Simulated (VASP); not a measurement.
# Ir in VASP: single point with RPBE

Aim: the single point of Ir with RPBE.

Everything below comes from runs of VASP 6.6.1. Logs are shortened: lines on timing, memory, paths and dates and some standing lists are left out, and cuts for length are marked.

## 1. The cell of the first run

The cell holds a single atom in a box, 1 atom: a = 14.000 Å, b = 14.400 Å, c = 14.800 Å, α = 90.00°, β = 90.00°, γ = 90.00°.

## 2. Single point, RPBE, collinear spin

INCAR reads:

```
SYSTEM = Ir
PREC = Accurate
ENCUT = 400
EDIFF = 1E-6
ISMEAR = -1
SIGMA = 0.01
LREAL = .FALSE.
LASPH = .TRUE.
NELM = 200
ALGO = Normal
ISIF = 2
LWAVE = .FALSE.
LCHARG = .FALSE.
ISPIN = 2
MAGMOM = 5
LORBIT = 11
LMAXMIX = 4
GGA = RP
ISYM = 0
NBANDS = 14
GGA_COMPAT = .FALSE.
```

KPOINTS reads:

```
regular mesh
0
G
  1 1 1
  0 0 0
```

POSCAR reads:

```
Ir
1.0
   14.0000000000      0.0000000000      0.0000000000
    0.0000000000     14.4000000000      0.0000000000
    0.0000000000      0.0000000000     14.8000000000
Ir
1
Direct
    0.5000000000      0.5000000000      0.5000000000
```

Potentials or basis: VASP PAW PBE potentials, release 64 (Ir).

Run with:

```
> cat potpaw_PBE.64/Ir/POTCAR > POTCAR
> mpirun -np 1 vasp_gam > vasp.out
```

OUTCAR:

```text
SYSTEM = Ir
   PREC = Accurate
   ENCUT = 400
   EDIFF = 1E-6
   ISMEAR = -1
   LREAL = .FALSE.
   LASPH = .TRUE.
   NELM = 200
   ISIF = 2
   ISPIN = 2
   LORBIT = 11
   GGA = RP
   ISYM = 0

 ion  position               nearest neighbor table
   1  0.500  0.500  0.500-

IMPORTANT INFORMATION: All symmetrisations will be switched off!
NOSYMM: (Re-)initialisation of all symmetry stuff for point group C_1.

----------------------------------------------------------------------------------------

                                     Primitive cell

  volume of cell :    2983.6800

  direct lattice vectors                    reciprocal lattice vectors
    14.000000000  0.000000000  0.000000000     0.071428571  0.000000000  0.000000000
     0.000000000 14.400000000  0.000000000     0.000000000  0.069444444  0.000000000
     0.000000000  0.000000000 14.800000000     0.000000000  0.000000000  0.067567568

  length of vectors
    14.000000000 14.400000000 14.800000000     0.071428571  0.069444444  0.067567568

  position of ions in fractional coordinates (direct lattice)
     0.500000000  0.500000000  0.500000000

  ion indices of the primitive-cell ions
   primitive index   ion index
                 1           1

----------------------------------------------------------------------------------------

 KPOINTS: regular mesh

Automatic generation of k-mesh.
 Grid dimensions read from file:
 generate k-points for:    1    1    1

 Generating k-lattice:

  Cartesian coordinates                     Fractional coordinates (reciprocal lattice)
     0.071428571  0.000000000  0.000000000     1.000000000  0.000000000  0.000000000
     0.000000000  0.069444444  0.000000000     0.000000000  1.000000000  0.000000000
     0.000000000  0.000000000  0.067567568     0.000000000  0.000000000  1.000000000

  Length of vectors
     0.071428571  0.069444444  0.067567568

  Shift w.r.t. Gamma in fractional coordinates (k-lattice)
     0.000000000  0.000000000  0.000000000

 Subroutine IBZKPT returns following result:
 ===========================================

 Found      1 irreducible k-points:

 Following reciprocal coordinates:
            Coordinates               Weight
  0.000000  0.000000  0.000000      1.000000
   k-points           NKPTS =      1   k-points in BZ     NKDIM =      1   number of bands    NBANDS=     14
   number of dos      NEDOS =    301   number of ions     NIONS =      1
   total plane-waves  NPLWV = 903168
   dimension x,y,z NGX =    96 NGY =   96 NGZ =   98
   dimension x,y,z NGXF=   192 NGYF=  192 NGZF=  196
   ions per type =               1
   NGX,Y,Z   is equivalent  to a cutoff of  11.40, 11.08, 11.01 a.u.
   NGXF,Y,Z  is equivalent  to a cutoff of  22.80, 22.17, 22.02 a.u.
 SYSTEM =  Ir
   PREC   = accura    normal or accurate (medium, high low for compatibility)
   ISTART =      0    job   : 0-new  1-cont  2-samecut
   ICHARG =      2    charge: 1-file 2-atom 10-const
   ISPIN  =      2    spin polarized calculation?
   LNONCOLLINEAR =      F non collinear calculations
   LSORBIT =      F    spin-orbit coupling
   LASPH  =      T    aspherical Exc in radial PAW
   ENCUT  =  400.0 eV  29.40 Ry    5.42 a.u.  22.83 23.48 24.14*2*pi/ulx,y,z
   NELM   =    200;   NELMIN=  2; NELMDL= -5     # of ELM steps
   EDIFF  = 0.1E-05   stopping-criterion for ELM
   LREAL  =      F    real-space projection
   EDIFFG = 0.1E-04   stopping-criterion for IOM
   NSW    =      0    number of steps for IOM
   IBRION =     -1    ionic relax: 0-MD 1-quasi-New 2-CG
   NFREE  =      0    steps in history (QN), initial steepest desc. (CG)
   ISIF   =      2    stress and relaxation
   ISYM   =      0    0-nonsym 1-usesym 2-fastsym
   POTIM  = 0.5000    time-step for ionic-motion
   TEBEG  =    0.0;   TEEND  =   0.0 temperature during run
   PSTRESS=    0.0 pullay stress
   NELECT =       9.0000    total number of electrons
   NUPDOWN=      -1.0000    fix difference up-down
   EMIN   =  10.00;   EMAX   =-10.00  energy-range for DOS
   EFERMI =   0.00;   METHOD = LEGACY
   ISMEAR =    -1;   SIGMA  =   0.01  broadening in eV -4-tet -1-fermi 0-gaus
   EFERMI_NEDOS =   21; number of points for ismear=-14 and -15
   IALGO  =     38    algorithm
   IMIX   =      4    mixing-type and parameters
     AMIX     =   0.40;   BMIX     =  1.00
     AMIX_MAG =   1.60;   BMIX_MAG =  1.00
  volume/ion in A,a.u.               =    2983.68     20134.87
  Fermi-wavevector in a.u.,A,eV,Ry     =   0.236540  0.446996  0.761263  0.055951
  Thomas-Fermi vector in A             =   1.037066
   LORBIT       =     11    0 simple, 1 ext, 2 COOP (PROOUT), +10 PAW based schemes
   GGA     = RP    functional components
   LHFCALC =     F    Hartree Fock is set to
   AEXX    =    0.0000 exact exchange contribution
   IVDW    =     0    specifies the selected vdW correction
   LEPSILON=     F    determine dielectric tensor
   LRPA    =     F    only Hartree local field effects (RPA)
 spin polarized calculation
  energy-cutoff  :      400.00
  volume of cell :     2983.68
 maximum number of plane-waves:     27122
 NGX is ok and might be reduce to    90
   NGX = 45   NGY = 47   NGZ = 49

 number of electron       9.0000000 magnetization       3.0004132

 Free energy of the ion-electron system (eV)
  ---------------------------------------------------
  ext. energy  EPLUGINS =         0.00000000
  ---------------------------------------------------
  free energy    TOTEN  =        -1.63960784 eV

  energy without entropy =       -1.63224515  energy(sigma->0) =       -1.63592650

 E-fermi :  -4.7082     XC(G=0):  -0.3604

 val. band max:       -4.7388263189   @ k =   0.0000   0.0000   0.0000
 cond. band min:      -4.6857864306   @ k =   0.0000   0.0000   0.0000
 fundamental gap:      0.0530398883
 Fermi energy:        -4.7082029785

 spin component 1

 k-point     1 :       0.0000    0.0000    0.0000
  band No.  band energies     occupation
      1      -6.4789      1.00000
      2      -6.4724      1.00000
      3      -5.9743      1.00000
      4      -5.7949      1.00000
      5      -5.7699      1.00000
      6      -5.7540      1.00000
      7      -1.1156      0.00000
      8      -1.1059      0.00000
      9      -1.0930      0.00000
     10      -0.1460      0.00000
     11       0.5775      0.00000
     12       0.6019      0.00000
     13       0.6771      0.00000
     14       0.7503      0.00000
 Fermi energy:        -4.7082029785

 spin component 2

 k-point     1 :       0.0000    0.0000    0.0000
  band No.  band energies     occupation
      1      -4.7474      0.98046
      2      -4.7423      0.96816
      3      -4.7388      0.95531
      4      -4.6858      0.09607
      5      -3.9147      0.00000
      6      -3.9122      0.00000
      7      -0.5059      0.00000
      8      -0.5021      0.00000
      9      -0.4965      0.00000
     10      -0.0335      0.00000
     11       0.6226      0.00000
     12       0.6598      0.00000
     13       0.7835      0.00000
     14       0.7956      0.00000

------------------------ aborting loop because EDIFF is reached ----------------------------------------

  FORCE on cell =-STRESS in cart. coord.  units (eV):
  Direction    XX          YY          ZZ          XY          YZ          ZX
  --------------------------------------------------------------------------------------
  -------------------------------------------------------------------------------------
  Total       -0.0492358     -0.1744350     -0.1721241      0.0131492      0.0263792     -0.0156268
  in kB       -0.0264386     -0.0936681     -0.0924272      0.0070608      0.0141651     -0.0083913
  external PRESSURE =      -0.0708447 kB  Pullay stress =       0.0000000 kB

 VOLUME and BASIS-vectors are now :
 -----------------------------------------------------------------------------
  energy-cutoff  :      400.00
  volume of cell :     2983.68
      direct lattice vectors                 reciprocal lattice vectors
    14.000000000  0.000000000  0.000000000     0.071428571  0.000000000  0.000000000
     0.000000000 14.400000000  0.000000000     0.000000000  0.069444444  0.000000000
     0.000000000  0.000000000 14.800000000     0.000000000  0.000000000  0.067567568

 POSITION                                       TOTAL-FORCE (eV/Angst)
 -----------------------------------------------------------------------------------
      7.00000      7.20000      7.40000        -0.000000      0.000000     -0.000000
 -----------------------------------------------------------------------------------
    total drift:                               -0.000000      0.000000     -0.000000

  FREE ENERGIE OF THE ION-ELECTRON SYSTEM (eV)
  ---------------------------------------------------
  free  energy   TOTEN  =        -1.6396078441 eV

  energy  without entropy=       -1.6322451528  energy(sigma->0) =       -1.63592650

 total charge

# of ion       s       p       d       tot
------------------------------------------
    1        0.532   0.000   6.989   7.521

 magnetization (x)

# of ion       s       p       d       tot
------------------------------------------
    1        0.448   0.000   1.904   2.352
```

It took 21 min on 1 thread of Intel Xeon 6975P-C (Granite Rapids), shared host; peak memory 2 GiB.

Results:

```
Free energy                                           : -1.6396 eV
Pressure                                              : 0.0 GPa
Band gap on the k mesh                                : 0.05 eV
Net moment                                            : 3.00 μB per cell
Site moments                                          : Ir +2.35 μB
Valence electrons inside the program's atomic spheres : Ir 7.52
```

Caveat: the PAW data sets were made with another functional, which shifts forces and pressure a little; spin-orbit coupling is left out, which moves the levels of the heavy elements.
